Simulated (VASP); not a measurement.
# Al: single point with PBEsol+D3(BJ)

Al:

```
Al
1.0
     2.79777    0.00000    0.00000
    -1.39889    2.42294    0.00000
     0.00000    0.00000    9.94860
Al
4
Cartesian
  0.0000 0.0000 0.0000
  0.0000 1.6153 2.4872
  0.0000 0.0000 4.9743
  1.3989 0.8076 7.4615
```

This isn't the form of Al at room conditions, which is fcc.

- Program: VASP 6.6.1
- Task: single point
- Functional: PBEsol
- Dispersion: D3(BJ)
- Potentials or basis: VASP PAW PBE potentials, release 64 (Al)
- Cutoff: 520 eV
- k mesh: 18 × 18 × 6
- Occupations: gaussian, width 0.15 eV
- Spin: no spin polarisation
- Dipole correction: no
- Further INCAR settings: ALGO = Normal; EDIFF = 1e-06; NBANDS = 14

* Pressure: -5.0 GPa
* Band gap on the k mesh: zero (bands 6 and 7 overlap by 4.25 eV)
* Dispersion energy per atom: -0.310 eV

Stress tensor (GPa, compression positive):
```
-3.42  0.00  0.00
 0.00 -3.42  0.00
 0.00  0.00 -8.31
```

Levels at points of the mesh, in eV from the Fermi level:
| k point | band 4 | band 5 | band 6 | band 7 | band 8 | band 9 |
| --- | --- | --- | --- | --- | --- | --- |
| (0.00, 0.00, 0.00) | -5.32 | -4.87 | 1.94 | 1.94 | 10.65 | 11.44 |
| (0.50, 0.00, 0.00) | -3.66 | -3.05 | -3.03 | 0.60 | 0.86 | 0.99 |
| (0.00, 0.00, 0.50) | -7.64 | -1.88 | -1.88 | 6.32 | 6.32 | 12.11 |
| (0.50, 0.00, 0.50) | -4.42 | -1.83 | -1.83 | -1.22 | -1.22 | 3.78 |

Run time: 3 min on 1 thread of AMD EPYC 7R13, on a shared host, peak memory 0.24 GiB.

Caveat: the cell stands under tension; the PAW data sets were made with another functional, which shifts forces and pressure a little.
